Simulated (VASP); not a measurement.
The system is K2S.

```
K S
1.0
     0.00000    3.70272    3.70272
     3.70272    0.00000    3.70272
     3.70272    3.70272    0.00000
K S
2 1
Direct
  0.25000 0.25000 0.25000
  0.75000 0.75000 0.75000
  0.00000 0.00000 0.00000
```

Base run:

| Property | Result |
| --- | --- |
| Program | VASP 6.6.1 |
| Functional | HSE06 |
| Potentials or basis | VASP PAW PBE potentials, release 64 (K_sv, S) |
| Cutoff | 400 eV |
| k mesh | 4 × 4 × 4 |
| Occupations | gaussian, width 0.01 eV |
| Spin | no spin polarisation |

Its results: band gap on the k mesh 3.31 eV, indirect (least direct gap 3.49 eV); pressure 0.2 GPa.

**Question.** The run is repeated on the same cell with these changes: functional from HSE06 to r2SCAN; cutoff from 400 eV to 550 eV. What comes out?

**Answer.** Band gap on the k mesh 2.76 eV, indirect (least direct gap 2.95 eV); pressure 0.0 GPa.

HSE06 gives the wider gap, since exact exchange removes part of the self-interaction.

Caveats: the PAW data sets were made with another functional, which shifts forces and pressure a little.

A k mesh can miss the band edges.
